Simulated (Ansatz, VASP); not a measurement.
S in VASP and in Ansatz

INCAR

```
  PREC = Accurate
  ENCUT = 500
  EDIFF = 1E-6
  ISMEAR = 0
  SIGMA = 0.1
  LREAL = False
  LASPH = True
  NELM = 120
  ALGO = Normal
  ISIF = 2
  LWAVE = False
  LCHARG = False
  GGA = PS
  NBANDS = 9
  GGA_COMPAT = False
```

KPOINTS

```
regular mesh
0
Gamma
  8 8 8
```

The input POSCAR:

```
S
1.0
    0.0000000000      1.9943503440      1.9943503440
    1.9943503440      0.0000000000      1.9943503440
    1.9943503440      1.9943503440      0.0000000000
S
1
Direct
    0.0000000000      0.0000000000      0.0000000000
```

Input for Ansatz:

```yaml
crystal:
  lattice:
    - [0.0, 1.994350344, 1.994350344]
    - [1.994350344, 0.0, 1.994350344]
    - [1.994350344, 1.994350344, 0.0]
  atoms:
    - { symbol: S, position: [0.0, 0.0, 0.0] }
basis:
  ecutwfc: 420
kpoints:
  mp_grid: { grid: [8, 8, 8] }
hamiltonian:
  xc: pbesol
scf:
  occupations: { method: gaussian, width: 0.1 }
output:
  forces: true
  stress: true
  eigenvalues: true
```

Alike in both runs: task single point; functional PBEsol; k mesh 8 × 8 × 8; occupations gaussian, width 0.1 eV; no spin polarisation.

```csv
,VASP,Ansatz
version,VASP 6.6.1,Ansatz 0.2.0
potentials or method,"VASP PAW PBE potentials, release 64 (S), cutoff 500 eV","scalar-relativistic, plane waves, PAW"
valence electrons in the cell,6,6
```

|  | VASP | Ansatz | Ansatz less VASP |
| --- | --- | --- | --- |
| gap on the k mesh at the Fermi level (eV) | none | none | - |
| pressure (GPa) | -4.9 | -4.9 | -0.03 |

VASP's potentials were made for PBE, not for PBEsol. A gap of «none» marks a metal or a gap that the smearing closes. With one functional, cell and mesh, what is left measures potentials, basis and numerics.
